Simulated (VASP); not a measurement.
Wanted: the native input for a VASP 6.6.1 run.

| Quantity | Value |
| --- | --- |
| Task | relaxation of shape and atoms at fixed volume |
| Functional | PBE |
| Potentials or basis | VASP PAW PBE potentials, release 64 (Mn_pv, O) |
| Cutoff | 600 eV |
| k mesh | 12 × 12 × 6 |
| Occupations | gaussian, width 0.05 eV |
| Spin | collinear spin, antiferromagnetic start |
| Starting moments | [4.66, -4.66, 0.0, 0.0] μB |
| Hubbard terms | Mn d U = 3.9 eV |
| Dipole correction | no |
| Further INCAR settings | ALGO = Normal; EDIFF = 1e-06; IBRION = 2; EDIFFG = -0.01; NSW = 60; ISIF = 4 |

The structure of MnO lies in POSCAR:

```
MnO
1.0
    0.0000000000      2.2399711947      2.2399711946
    2.2399711947      0.0000000000      2.2399711946
    4.4175819929      4.4175819929      0.0623603964
Mn O
2 2
Direct
    0.0000000000      0.0000000000      0.0000000000
    0.0000000000      0.0000000000      0.5000000000
    0.5000000005      0.5000000005      0.2499999993
    0.4999999995      0.4999999995      0.7500000007
```

The input as run:

INCAR

```
SYSTEM = MnO
PREC     = Accurate       ! precision mode
ENCUT    = 600            ! plane-wave cutoff, eV
EDIFF    = 1E-6           ! SCF threshold, eV
ISMEAR   = 0              ! smearing method
SIGMA    = 0.05           ! smearing width, eV
LREAL    = .False.        ! projectors in reciprocal space
LASPH    = .True.         ! aspherical terms in the spheres
NELM     = 150            ! most SCF steps
ALGO     = Normal         ! electronic algorithm
ISIF     = 4              ! what is computed and relaxed
LWAVE    = .False.        ! write WAVECAR
LCHARG   = .False.        ! write CHGCAR
ISPIN    = 2              ! spin polarisation
MAGMOM   = 4.66 -4.66 0 0 ! initial moments
LORBIT   = 11             ! projections on sites
LMAXMIX  = 4              ! l up to which the mixer works
LDAU     = .True.         ! DFT+U
LDAUTYPE = 2            
LDAUL    = 2 -1           ! shell
LDAUU    = 3.9 0          ! U, eV
LDAUJ    = 0 0          
LDAUPRINT= 1            
GGA      = PE             ! functional
IBRION   = 2              ! ionic algorithm
NSW      = 60             ! ionic steps
EDIFFG   = -0.01          ! ionic threshold
```

KPOINTS

```
regular mesh
0
Gamma
  12 12 6
  0 0 0
```

Potentials or basis: VASP PAW PBE potentials, release 64 (Mn_pv, O).

The run is started by

```bash
$ cat potpaw_PBE.64/Mn_pv/POTCAR potpaw_PBE.64/O/POTCAR > POTCAR
$ mpirun -np 1 vasp_std > vasp.out
```

It gave:

The pressure after relaxing is 4.4 GPa, the band gap on the k mesh is 1.77 eV and the net moment is 0.00 μB per cell. The site moments are Mn +4.57, -4.57; O +0.00 μB. The valence electrons inside the program's atomic spheres are Mn 11.35; O 5.00.

Caveat: the relaxation stopped at its first step, so nothing moved.

It took 9.5 min on 1 thread of Oxide Virtual Turin-like Processor, on a shared host, peak memory 0.31 GiB.
